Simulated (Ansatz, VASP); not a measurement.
# In: VASP beside Ansatz

```
In
1.0
    -1.88253    1.88253    1.88253
     1.88253   -1.88253    1.88253
     1.88253    1.88253   -1.88253
In
1
Direct
  0.00000 0.00000 0.00000
```

Alike in both runs: task relaxation of cell and atoms; functional PBEsol; dispersion D4; k mesh 10 × 10 × 10; occupations fermi-dirac, width 0.05 eV; no spin polarisation.

|  | VASP | Ansatz |
| --- | --- | --- |
| version | VASP 6.6.1 | Ansatz 0.2.0 |
| potentials or method | VASP PAW PBE potentials, release 64 (In_d) | Ansatz PAW |
| plane-wave cutoff (eV) | 600 | 420 |
| valence electrons in the cell | 13 | 13 |

```tsv
	VASP	Ansatz	Ansatz less VASP
gap on the k mesh at the Fermi level, each at its own relaxed structure (eV)	none	none	-
relaxed volume (Å³/atom)	25.08	25.01	-0.073
relaxed cell length with the largest relative difference (Å)	3.194	3.191	-0.0031
```

VASP's potentials were made for PBE, not for PBEsol. A gap of «none» marks a metal or a gap that the smearing closes.

Noted on Ansatz's run: the plane-wave basis is chosen anew once the cell has moved, so the energies of steps on either side of that aren't comparable.
